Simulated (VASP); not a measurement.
Set up this calculation in VASP 6.6.1, as the native input.

| Property | Result |
| --- | --- |
| Task | single point |
| Functional | r2SCAN |
| Potentials or basis | VASP PAW PBE potentials, release 64 (W_sv, S) |
| Cutoff | 520 eV |
| k mesh | 12 × 12 × 2 |
| Occupations | gaussian, width 0.05 eV |
| Spin | no spin polarisation |
| Dipole correction | no |
| Further INCAR settings | ALGO = Normal; EDIFF = 1e-06; NBANDS = 35 |

The system is WS2, a slab with vacuum.

```
W S
1.0
     3.18141    0.00000    0.00000
    -1.59071    2.75518    0.00000
     0.00000    0.00000   23.68815
W S
2 4
Direct
  0.33333 0.66667 0.63794
  0.66667 0.33333 0.36206
  0.33333 0.66667 0.29624
  0.66667 0.33333 0.57210
  0.33333 0.66667 0.42790
  0.66667 0.33333 0.70376
```

The input as run:

POSCAR

```
WS2
1.0
    3.1814117282      0.0000000000      0.0000000000
   -1.5907058641      2.7551833765      0.0000000000
    0.0000000000      0.0000000000     23.6881463475
W S
2 4
Direct
    0.3333333333      0.6666666667      0.6379434935
    0.6666666667      0.3333333333      0.3620565065
    0.3333333333      0.6666666667      0.2962425097
    0.6666666667      0.3333333333      0.5721038223
    0.3333333333      0.6666666667      0.4278961777
    0.6666666667      0.3333333333      0.7037574903
```

INCAR.step1

```
  PREC = Accurate
  ENCUT = 520
  ISMEAR = 0
  SIGMA = 0.05
  LREAL = False
  LASPH = True
  NELM = 60
  NBANDS = 35
  GGA = PE
  ALGO = Normal
  EDIFF = 1E-4
  LWAVE = True
  LCHARG = False
```

INCAR.step2

```
  PREC = Accurate
  ENCUT = 520
  EDIFF = 1E-6
  ISMEAR = 0
  SIGMA = 0.05
  LREAL = False
  LASPH = True
  NELM = 60
  ALGO = Normal
  ISIF = 2
  LWAVE = False
  LCHARG = True
  METAGGA = R2SCAN
  LMIXTAU = True
  LELF = True
  LVHAR = True
  NBANDS = 35
  ISTART = 1
```

KPOINTS

```
regular mesh
0
Gamma
  12 12 2
```

Potentials or basis: VASP PAW PBE potentials, release 64 (W_sv, S).

Run with:

```sh
$ cat potpaw_PBE.64/W_sv/POTCAR potpaw_PBE.64/S/POTCAR > POTCAR
$ cp INCAR.step1 INCAR
$ mpirun -np 1 vasp_std > vasp.out
$ cp INCAR.step2 INCAR
$ mpirun -np 1 vasp_std > vasp.out
```

It gave:

```
Largest force          : 0.022 eV/Å
Band gap on the k mesh : 1.60 eV (least direct gap 1.90 eV)
```

Caveat: the PAW data sets were made with another functional, which shifts forces and pressure a little; spin-orbit coupling is left out, which moves the levels of the heavy elements.

It took 9 min on 1 thread of Intel(R) Xeon(R) 6975P-C (Granite Rapids) (shared host), peak memory 0.49 GiB.
